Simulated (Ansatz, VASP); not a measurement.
**Two plane-wave programs on Be4Se**

```
Be Se
1.0
     4.23488    0.00000    0.00000
     0.00000    4.23488    0.00000
     0.00000    0.00000    5.35136
Be Se
4 1
Direct
  0.25276 0.00000 0.85113
  0.74724 0.00000 0.85113
  0.00000 0.74724 0.14887
  0.00000 0.25276 0.14887
  0.00000 0.00000 0.50000
```

Alike in both runs: functional PBE; k mesh 8 × 8 × 8; occupations gaussian, width 0.01 eV; no spin polarisation.

Ansatz relaxed the structure, and its values are those at the end. VASP's run is a single point on that final structure, the one shown.

```csv
,VASP,Ansatz
version,VASP 6.6.1,Ansatz 0.2.0
potentials or method,"VASP PAW PBE potentials, release 64 (Be, Se), cutoff 520 eV","scalar-relativistic, plane waves, PAW"
valence electrons in the cell,14,24
```

```csv
,VASP,Ansatz,Ansatz less VASP
gap on the k mesh at the Fermi level (eV),0.25,0.25,-0.001
least direct gap on the mesh (eV),0.72,0.72,0.000
pressure (GPa),0.1,0.0,-0.10
rms of the force components (eV/Å),0.009,0.002,-0.0064
```

VASP's potentials hold 14 valence electrons a cell and Ansatz's 24, so a difference there can come from the potentials and not from the codes.
